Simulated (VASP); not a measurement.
Runs of VASP 6.6.1 on Pt. The structure is that of space group P6_3/mmc (No. 194), or close to it. The cells are those of the table. This isn't the form of Pt at room conditions, which is fcc.

| cell | gap on the mesh (eV) | pressure (GPa) |
| --- | --- | --- |
| a = 2.899, b = 2.899, c = 4.792 Å, angles 90.0, 90.0, 120.0°, 2 atoms | none | (a) |
| a = 2.830, b = 2.830, c = 5.032 Å, angles 90.0, 90.0, 120.0°, 2 atoms | none | -22.7 |
| a = 2.830, b = 2.830, c = 4.912 Å, angles 90.0, 90.0, 120.0°, 2 atoms | none | -19.9 |
| a = 2.899, b = 2.899, c = 4.912 Å, angles 90.0, 90.0, 120.0°, 2 atoms | none | (b) |
| a = 2.899, b = 2.899, c = 5.032 Å, angles 90.0, 90.0, 120.0°, 2 atoms | none | -28.2 |

Alike in all rows: task single point; level r2SCAN; potentials or basis VASP PAW PBE potentials, release 64 (Pt); no spin polarisation; k mesh 18 × 18 × 10; cutoff (eV) 520; smearing gaussian 0.15 eV.

**Question.** Estimate the missing entries.

**Answer.** (a) -23.3; (b) -26.1.

Caveats: the PAW data sets were made with another functional, which shifts forces and pressure a little; spin-orbit coupling is left out, which moves the levels of the heavy elements; the cell stands under tension (at least some runs); the stress differs along the axes, from -25 to -19 GPa (at least some runs); the stress differs along the axes, from -28 to -22 GPa (at least some runs).

A k mesh can miss the band edges, and the runs leave out spin-orbit coupling on Pt.

A gap of «none» marks levels without a gap at the run's occupations.
